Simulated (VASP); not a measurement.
Runs of VASP 6.6.1 on CoW3. The structure is that of space group Pm-3m (No. 221), or close to it. The cells are those of the table. 

```tsv
cell	further INCAR settings	gap on the mesh (eV)	pressure (GPa)
a = 3.858, b = 3.685 Å, 4 atoms	ALGO = Fast; EDIFF = 1e-06; NBANDS = 34	none	16.2
a = 3.858, b = 4.090 Å, 4 atoms	ALGO = Fast; EDIFF = 1e-06; NBANDS = 34	none	(b)
a = 3.858, b = 3.742 Å, 4 atoms	ALGO = Fast; EDIFF = 1e-07; NBANDS = 34	none	(a)
a = 3.858, b = 3.800 Å, 4 atoms	ALGO = Fast; EDIFF = 1e-06; NBANDS = 34	none	5.4
a = 3.858, b = 3.627 Å, 4 atoms	ALGO = Fast; EDIFF = 1e-06; NBANDS = 34	none	22.0
```

Alike in all rows: task single point; level PBEsol; potentials or basis VASP PAW PBE potentials, release 64 (Co, W_sv); no spin polarisation; k mesh 12 × 12 × 12; cutoff (eV) 520; smearing gaussian 0.15 eV.

**Question.** Fill in the values left out.

**Answer.** (a) 10.5; (b) -14.8.

Caveats: the PAW data sets were made with another functional, which shifts forces and pressure a little; spin-orbit coupling is left out, which moves the levels of the heavy elements; the run has no spin polarisation, though such a crystal can be magnetic; the cell stands under pressure (at least some runs); the cell stands under tension (at least some runs).

A k mesh can miss the band edges, and the runs leave out spin-orbit coupling on W.

A gap of «none» marks levels without a gap at the run's occupations.
